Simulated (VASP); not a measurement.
Write the native input for VASP 6.6.1 that does the following.

* Task: single point
* Functional: RPBE
* Dispersion: D4
* Potentials or basis: VASP PAW PBE potentials, release 64 (B, As_d)
* Cutoff: 560 eV
* k mesh: 12 × 8 × 6
* Occupations: fermi-dirac, width 0.05 eV
* Spin: no spin polarisation
* Dipole correction: no
* Further INCAR settings: ALGO = Normal; EDIFF = 1e-06; NBANDS = 16

The structure of BAs lies in POSCAR:

```
BAs
1.0
    2.7186849602      0.0000000000      0.0000000000
    0.0000000000      2.3970352686      0.0000000000
    0.0000000000      0.0000000000      4.2739929232
B As
1 1
Direct
    0.0000000000      0.5000000000      0.0000000000
    0.5000000000      0.5000000000      0.5000000000
```

These files were run (other wordings do the same):

INCAR

```
SYSTEM = BAs
ALGO = Normal
EDIFF = 1E-6
ENCUT = 560
GGA = RP
GGA_COMPAT = .FALSE.
ISIF = 2
ISMEAR = -1
IVDW = 13
LASPH = .TRUE.
LCHARG = .FALSE.
LREAL = .FALSE.
LWAVE = .FALSE.
NBANDS = 16
NELM = 120
PREC = Accurate
SIGMA = 0.05
```

KPOINTS

```
k-points
0
G
  12 8 6
  0 0 0
```

Potentials or basis: VASP PAW PBE potentials, release 64 (B, As_d).

Run with:

```console
$ cat potpaw_PBE.64/B/POTCAR potpaw_PBE.64/As_d/POTCAR > POTCAR
$ mpirun -np 1 vasp_std > vasp.out
```

It gave:

The pressure is 0.0 GPa, the band gap on the k mesh is zero (bands 9 and 10 overlap by 5.10 eV) and the dispersion energy per atom is -0.899 eV.

Caveat: the PAW data sets were made with another functional, which shifts forces and pressure a little.

Run time: 32 s on 1 thread of Intel(R) Xeon(R) Platinum 8259CL CPU @ 2.50GHz (Skylake/Cascade Lake) (shared host), peak memory 0.19 GiB.
